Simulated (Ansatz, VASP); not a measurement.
## Ru: VASP beside Ansatz

```
Ru
1.0
    -1.29860    1.29860    1.29860
     1.29860   -1.29860    1.29860
     1.29860    1.29860   -1.29860
Ru
1
Direct
  0.00000 0.00000 0.00000
```

Change from the starting cell: volume scaled by 0.615, to set the pressure.

Alike in both runs: task single point; functional PBE; k mesh 21 × 21 × 21; occupations fermi-dirac, width 0.08 eV; no spin polarisation.

```csv
,VASP,Ansatz
version,VASP 6.6.1,Ansatz 0.2.0
potentials or method,"VASP PAW PBE potentials, release 64 (Ru_pv)","PAW with Ansatz's default frozen-core files, scalar-relativistic"
plane-wave cutoff (eV),520,420
valence electrons in the cell,14,16
```

|  | VASP | Ansatz | Ansatz less VASP |
| --- | --- | --- | --- |
| pressure (GPa) | 422.2 | 416.1 | -6.04 |

Both programs put the cell under a high pressure, so it lies far from rest at this level. The functional is the same, so the differences come from potentials, cutoffs and numerics. VASP's potentials hold 14 valence electrons a cell and Ansatz's 16, so a difference there can come from the potentials and not from the codes.

Noted on VASP's run: the cell as given lies far from equilibrium.
